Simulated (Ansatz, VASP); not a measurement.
One calculation of BeS, two programs

```xyz
2
Lattice="0.0000 2.4343 2.4343 2.4343 0.0000 2.4343 2.4343 2.4343 0.0000" Properties=species:S:1:pos:R:3 pbc="T T T"
Be    0.0000    0.0000    0.0000
S     1.2172    1.2172    1.2172
```

Alike in both runs: task single point; functional PBE; k mesh 10 × 10 × 10; no spin polarisation.

|  | VASP | Ansatz |
| --- | --- | --- |
| version | VASP 6.6.1 | Ansatz 0.2.0 |
| potentials or method | VASP PAW PBE potentials, release 64 (Be, S) | plane waves, PAW |
| plane-wave cutoff (eV) | 520 | 420 |
| occupations | gaussian, width 0.01 eV | fixed |
| valence electrons in the cell | 8 | 8 |

```csv
,VASP,Ansatz,Ansatz less VASP
gap on the k mesh at the Fermi level (eV),3.14,3.14,-0.001
pressure (GPa),0.4,0.4,-0.01
```
